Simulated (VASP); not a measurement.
Here is a VASP 6.6.1 calculation.

The input INCAR:

```
SYSTEM = AlN
PREC = Accurate ; ENCUT = 520
EDIFF = 1E-8 ; ISMEAR = 0
SIGMA = 0.01 ; LREAL = .False.
LASPH = .True. ; NELM = 60
ALGO = Normal ; ISIF = 2
LWAVE = .False. ; LCHARG = .False.
METAGGA = R2SCAN ; LMIXTAU = .True.
LCALCEPS = .True.
```

Contents of KPOINTS:

```
regular mesh
0
Gamma
  9 9 4
  0 0 0
```

POSCAR

```
AlN
1.0
    3.1377606977      0.0000000000      0.0000000000
   -1.5688803489      2.7173804752      0.0000000000
    0.0000000000      0.0000000000      5.0283774674
Al N
2 2
Direct
    0.3333333333      0.6666666667     -0.0032059052
    0.6666666667      0.3333333333      0.4967940948
    0.3333333333      0.6666666667      0.3782059052
    0.6666666667      0.3333333333      0.8782059052
```

Potentials or basis: VASP PAW PBE potentials, release 64 (Al, N).

The run is started by

```bash
$ cat potpaw_PBE.64/Al/POTCAR potpaw_PBE.64/N/POTCAR > POTCAR
$ mpirun -np 1 vasp_std > vasp.out
```

**Question.** Estimate the electronic dielectric tensor (diagonal).

**Answer.** 4.17, 4.17, 4.35.

**Question.** Predict the Born charges (mean of the diagonal).

**Answer.** Al +2.55; N -2.55 e.

**Question.** Estimate the band gap on the k mesh.

**Answer.** 4.65 eV, direct.

Dipole moments of the cell (e·Å, modulo the quantum): ionic 0.000, 0.000, 13.893; electronic 0.000, 0.000, -0.284

Caveat: the cell differs from its parent crystal (strain +1.0%).
